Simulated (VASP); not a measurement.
Ca2TeS: single point with PBE

Ca2TeS:

```
S Ca Te
1.0
     4.29734    0.00000    0.00000
     0.00000    4.29734    0.00000
     0.00000    0.00000    6.07693
S Ca Te
1 2 1
Cartesian
  0.0000 0.0000 0.0000
  0.0000 0.0000 3.0385
  2.1487 2.1487 0.0000
  2.1487 2.1487 3.0385
```

| Quantity | Value |
| --- | --- |
| Program | VASP 6.6.1 |
| Task | single point |
| Functional | PBE |
| Potentials or basis | VASP PAW PBE potentials, release 64 (S, Ca_sv, Te) |
| Cutoff | 520 eV |
| k mesh | 4 × 4 × 2 |
| Occupations | gaussian, width 0.01 eV |
| Spin | no spin polarisation |
| Dipole correction | no |
| Further INCAR settings | ALGO = Normal; EDIFF = 1e-06; NBANDS = 24 |

```yaml
Pressure: 0.6 GPa
Band_gap_on_the_k_mesh: 1.76 eV
```

Stress tensor (GPa, compression positive):
```
0.48 0.00 0.00
0.00 0.48 0.00
0.00 0.00 0.91
```

Levels at points of the mesh, in eV from the valence-band top:
```tsv
k point	band 13	band 14	band 15	band 16	band 17	band 18	band 19	band 20
(0.00, 0.00, 0.00)	-1.00	-0.08	0.00	0.00	1.76	3.25	3.40	3.40
(0.50, 0.00, 0.00)	-1.57	-1.49	-1.15	-1.09	4.02	4.42	4.50	4.52
(0.50, 0.50, 0.00)	-1.05	-1.00	-1.00	-0.91	1.83	1.83	4.03	4.33
(0.00, 0.00, 0.50)	-0.80	-0.80	-0.49	-0.49	2.13	2.84	4.00	4.02
(0.50, 0.00, 0.50)	-1.20	-1.20	-1.16	-1.16	3.87	4.61	4.89	4.96
(0.50, 0.50, 0.50)	-1.86	-1.86	-1.78	-1.60	3.80	3.80	4.27	4.27
```

Wall time 15 s on 1 thread of Intel(R) Xeon(R) Platinum 8559C (Emerald Rapids), on a shared host, peak memory 0.23 GiB.

Caveat: the k points lie up to 0.52 Å⁻¹ apart; spin-orbit coupling is left out, which moves the levels of the heavy elements. A k mesh can miss the band edges.
